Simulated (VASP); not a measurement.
Here is a VASP 6.6.1 calculation.

The input INCAR:

```
ALGO     = Normal         # electronic algorithm
EDIFF    = 1E-6           # SCF threshold, eV
ENCUT    = 520            # plane-wave cutoff, eV
GGA      = PE             # functional
ISIF     = 2              # what is computed and relaxed
ISMEAR   = -1             # smearing method
LASPH    = True           # aspherical terms in the spheres
LCHARG   = True           # write CHGCAR
LELF     = True           # ELF
LREAL    = False          # projectors in reciprocal space
LVHAR    = True         
LWAVE    = False          # write WAVECAR
NBANDS   = 17             # bands
NELM     = 80             # most SCF steps
PREC     = Accurate       # precision mode
SIGMA    = 0.06122561905347299 # smearing width, eV
```

Contents of KPOINTS:

```
k-points
0
Gamma
  13 13 13
```

Contents of POSCAR:

```
Ba
1.0
    0.0000000000      3.7619495652      3.7619495652
    3.7619495652      0.0000000000      3.7619495652
    3.7619495652      3.7619495652      0.0000000000
Ba
2
Direct
    0.0000000000      0.0000000000      0.0000000000
    0.2500000000      0.2500000000      0.2500000000
```

Potentials or basis: VASP PAW PBE potentials, release 64 (Ba_sv).

Command:

```console
$ cat potpaw_PBE.64/Ba_sv/POTCAR > POTCAR
$ mpirun -np 1 vasp_std > vasp.out
```

**Question.** What does it give for the pressure?

**Answer.** 1.2 GPa.

**Question.** Predict the band gap on the k mesh.

**Answer.** Zero (bands 10 and 11 overlap by 0.18 eV).

Caveat: spin-orbit coupling is left out, which moves the levels of the heavy elements.
